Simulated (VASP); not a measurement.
Here is a VASP 6.6.1 calculation.

Contents of INCAR:

```
PREC     = Accurate       # precision mode
ENCUT    = 520            # plane-wave cutoff, eV
EDIFF    = 1E-7           # SCF threshold, eV
ISMEAR   = -1             # smearing method
SIGMA    = 0.15           # smearing width, eV
LREAL    = False          # projectors in reciprocal space
LASPH    = True           # aspherical terms in the spheres
NELM     = 80             # most SCF steps
ALGO     = Normal         # electronic algorithm
ISIF     = 2              # what is computed and relaxed
LWAVE    = False          # write WAVECAR
LCHARG   = False          # write CHGCAR
GGA      = PS             # functional
NBANDS   = 12             # bands
```

KPOINTS

```
Automatic mesh
0
Gamma
  12 12 12
```

POSCAR

```
Ta
1.0
   -1.6512800000      1.6512800000      1.6512800000
    1.6512800000     -1.6512800000      1.6512800000
    1.6512800000      1.6512800000     -1.6512800000
Ta
1
Direct
    0.0000000000      0.0000000000      0.0000000000
```

Potentials or basis: VASP PAW PBE potentials, release 64 (Ta_pv).

Run with:

```console
$ cat potpaw_PBE.64/Ta_pv/POTCAR > POTCAR
$ mpirun -np 1 vasp_std > vasp.out
```

(1) What does it give for the pressure?

Results:

(1) -3.4 GPa.

Caveat: the PAW data sets were made with another functional, which shifts forces and pressure a little.
